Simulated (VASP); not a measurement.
Set up this calculation in VASP 6.6.1, as the native input.

| Item | Value |
| --- | --- |
| Task | electric field gradients |
| Functional | r2SCAN |
| Potentials or basis | VASP PAW PBE potentials, release 64 (K_sv, La, Te, O) |
| Cutoff | 520 eV |
| k mesh | 4 × 4 × 2 |
| Occupations | fermi-dirac, width 0.02 eV |
| Spin | no spin polarisation |
| Dipole correction | no |
| Further INCAR settings | LREAL = Auto; ALGO = Normal; EDIFF = 1e-08; NBANDS = 125 |

The system is K3LaTe2O9.

```xyz
30
Lattice="6.0589 0.0000 0.0000 -3.0295 5.2472 0.0000 0.0000 0.0000 15.0240" Properties=species:S:1:pos:R:3 pbc="T T T"
K     0.0000    0.0000   11.2680
K     0.0000    0.0000    3.7560
K     0.0000    3.4981    9.2102
K     3.0295    1.7491    1.6982
K     0.0000    3.4981   13.3258
K     3.0295    1.7491    5.8138
La    0.0000    0.0000    7.5120
La    0.0000    0.0000    0.0000
Te    3.0295    1.7491    9.8485
Te    0.0000    3.4981    2.3365
Te    3.0295    1.7491   12.6875
Te    0.0000    3.4981    5.1755
O     4.3067    2.4865   11.2680
O     0.0000    4.9729    3.7560
O     1.7522    2.4865   11.2680
O    -1.2772    2.7607    3.7560
O     3.0294    0.2742   11.2680
O     1.2772    2.7607    3.7560
O     1.6197    0.9352    8.9097
O     0.0000    1.8703    1.3977
O     4.4392    0.9352    8.9097
O     1.4097    4.3120    1.3977
O     3.0295    3.3768    8.9097
O    -1.4097    4.3120    1.3977
O     3.0295    3.3768   13.6263
O     1.4097    4.3120    6.1143
O     4.4392    0.9352   13.6263
O     0.0000    1.8703    6.1143
O     1.6197    0.9352   13.6263
O    -1.4097    4.3120    6.1143
```

The input as run:

POSCAR

```
K3LaTe2O9
1.0
    6.0589000000      0.0000000000      0.0000000000
   -3.0294500000      5.2471613190      0.0000000000
    0.0000000000      0.0000000000     15.0240000000
K La Te O
6 2 4 18
Direct
    0.0000000000      0.0000000000      0.7500000000
    0.0000000000      0.0000000000      0.2500000000
    0.3333333333      0.6666666667      0.6130356756
    0.6666666667      0.3333333333      0.1130356756
    0.3333333333      0.6666666667      0.8869643244
    0.6666666667      0.3333333333      0.3869643244
    0.0000000000      0.0000000000      0.5000000000
    0.0000000000      0.0000000000      0.0000000000
    0.6666666667      0.3333333333      0.6555164947
    0.3333333333      0.6666666667      0.1555164947
    0.6666666667      0.3333333333      0.8444835053
    0.3333333333      0.6666666667      0.3444835053
    0.9477387474      0.4738693737      0.7500000000
    0.4738693737      0.9477387474      0.2500000000
    0.5261306263      0.4738693737      0.7500000000
    0.0522612526      0.5261306263      0.2500000000
    0.5261306263      0.0522612526      0.7500000000
    0.4738693737      0.5261306263      0.2500000000
    0.3564425444      0.1782212722      0.5930341276
    0.1782212722      0.3564425444      0.0930341276
    0.8217787278      0.1782212722      0.5930341276
    0.6435574556      0.8217787278      0.0930341276
    0.8217787278      0.6435574556      0.5930341276
    0.1782212722      0.8217787278      0.0930341276
    0.8217787278      0.6435574556      0.9069658724
    0.6435574556      0.8217787278      0.4069658724
    0.8217787278      0.1782212722      0.9069658724
    0.1782212722      0.3564425444      0.4069658724
    0.3564425444      0.1782212722      0.9069658724
    0.1782212722      0.8217787278      0.4069658724
```

INCAR.step1

```
ALGO     = Normal         # electronic algorithm
EDIFF    = 1E-4           # SCF threshold, eV
ENCUT    = 520            # plane-wave cutoff, eV
GGA      = PE             # functional
ISMEAR   = -1             # smearing method
LASPH    = True           # aspherical terms in the spheres
LCHARG   = False          # write CHGCAR
LREAL    = Auto         
LWAVE    = True           # write WAVECAR
NBANDS   = 125            # bands
NELM     = 100            # most SCF steps
PREC     = Accurate       # precision mode
SIGMA    = 0.02           # smearing width, eV
```

INCAR.step2

```
ALGO     = Normal         # electronic algorithm
EDIFF    = 1E-8           # SCF threshold, eV
ENCUT    = 520            # plane-wave cutoff, eV
ISIF     = 2              # what is computed and relaxed
ISMEAR   = -1             # smearing method
ISTART   = 1            
LASPH    = True           # aspherical terms in the spheres
LCHARG   = False          # write CHGCAR
LEFG     = True         
LMIXTAU  = True         
LREAL    = Auto         
LWAVE    = False          # write WAVECAR
METAGGA  = R2SCAN         # meta-GGA
NBANDS   = 125            # bands
NELM     = 100            # most SCF steps
PREC     = Accurate       # precision mode
SIGMA    = 0.02           # smearing width, eV
```

KPOINTS

```
k-points
0
Gamma
  4 4 2
```

Potentials or basis: VASP PAW PBE potentials, release 64 (K_sv, La, Te, O).

Command:

```console
$ cat potpaw_PBE.64/K_sv/POTCAR potpaw_PBE.64/La/POTCAR potpaw_PBE.64/Te/POTCAR potpaw_PBE.64/O/POTCAR > POTCAR
$ cp INCAR.step1 INCAR
$ mpirun -np 1 vasp_std > vasp.out
$ cp INCAR.step2 INCAR
$ mpirun -np 1 vasp_std > vasp.out
```

It gave:

```json
{
  "Pressure": "-0.7 GPa",
  "Largest force": "0.661 eV/Å",
  "Band gap on the k mesh": "3.49 eV, direct"
}
```

Caveat: without QUAD_EFG the Cq values of the log hold for a quadrupole moment of 1 mb, not for the nuclei; the PAW data sets were made with another functional, which shifts forces and pressure a little; spin-orbit coupling is left out, which moves the levels of the heavy elements.

Run time: 77 min on 1 thread of Intel(R) Xeon(R) 6975P-C (Granite Rapids), with other jobs on the host, peak memory 0.88 GiB.
